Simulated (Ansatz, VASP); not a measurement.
# One calculation of ZnSe, two programs

```xyz
2
Lattice="0.0000 2.7738 2.7738 2.7738 0.0000 2.7738 2.7738 2.7738 0.0000" Properties=species:S:1:pos:R:3 pbc="T T T"
Zn    0.0000    0.0000    0.0000
Se    1.3869    1.3869    1.3869
```

Change from the starting cell: hydrostatic strain -2.1%.

Alike in both runs: task single point; functional r2SCAN; k mesh 8 × 8 × 8; no spin polarisation.

|  | VASP | Ansatz |
| --- | --- | --- |
| version | VASP 6.6.1 | Ansatz 0.2.0 |
| potentials or method | VASP PAW PBE potentials, release 64 (Zn, Se) | plane waves, PAW |
| plane-wave cutoff (eV) | 520 | 500 |
| occupations | gaussian, width 0.01 eV | fixed |
| valence electrons in the cell | 18 | 28 |

Ansatz gave:

| Property | Result |
| --- | --- |
| gap on the k mesh at the Fermi level (eV) | 2.14 |
| pressure (GPa) | 4.7 |

Q: Which values does VASP return?

A: gap on the k mesh at the Fermi level (eV): 2.15; pressure (GPa): 4.9.

VASP's potentials were made for PBE, not for r2SCAN. VASP's potentials hold 18 valence electrons a cell and Ansatz's 28, so a difference there can come from the potentials and not from the codes.
